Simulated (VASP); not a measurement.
Set up this calculation in VASP 6.6.1, as the native input.

```
Task                   : single point
Functional             : BLYP
Dispersion             : D4
Potentials or basis    : VASP PAW PBE potentials, release 64 (Ge_d)
Cutoff                 : 520 eV
k mesh                 : 8 × 8 × 8
Occupations            : fermi-dirac, width 0.05 eV
Spin                   : no spin polarisation
Dipole correction      : no
Further INCAR settings : ALGO = Normal; EDIFF = 1e-06; NBANDS = 21
```

The structure of Ge lies in POSCAR:

```
Ge
1.0
    0.0000000000      2.8099234548      2.8099234548
    2.8099234548      0.0000000000      2.8099234548
    2.8099234548      2.8099234548      0.0000000000
Ge
2
Direct
    0.7500000000      0.7500000000      0.7500000000
    0.5000000000      0.5000000000      0.5000000000
```

The input as run:

INCAR

```
SYSTEM = Ge
PREC     = Accurate       ! precision mode
ENCUT    = 520            ! plane-wave cutoff, eV
EDIFF    = 1E-6           ! SCF threshold, eV
ISMEAR   = -1             ! smearing method
SIGMA    = 0.05           ! smearing width, eV
LREAL    = .FALSE.        ! projectors in reciprocal space
LASPH    = .TRUE.         ! aspherical terms in the spheres
NELM     = 100            ! most SCF steps
ALGO     = Normal         ! electronic algorithm
ISIF     = 2              ! what is computed and relaxed
LWAVE    = .FALSE.        ! write WAVECAR
LCHARG   = .FALSE.        ! write CHGCAR
GGA      = B5             ! functional
ALDAX    = 1.0          
AGGAX    = 1.0          
AGGAC    = 1.0          
ALDAC    = 0.0          
IVDW     = 13             ! dispersion correction
VDW_S6   = 1.0          
VDW_S8   = 2.34076671   
VDW_A1   = 0.44488865   
VDW_A2   = 4.0933009    
NBANDS   = 21             ! bands
```

KPOINTS

```
regular mesh
0
G
  8 8 8
  0 0 0
```

Potentials or basis: VASP PAW PBE potentials, release 64 (Ge_d).

Run with:

```sh
$ cat potpaw_PBE.64/Ge_d/POTCAR > POTCAR
$ mpirun -np 1 vasp_std > vasp.out
```

Results of the run:

* Pressure: 4.5 GPa
* Dispersion energy per atom: -0.634 eV

Caveat: the cell stands under pressure; the PAW data sets were made with another functional, which shifts forces and pressure a little.

Wall time 25 s on 1 thread of AMD EPYC 9R45 96-Core Processor (Zen 5), with other jobs on the host, peak memory 0.14 GiB.
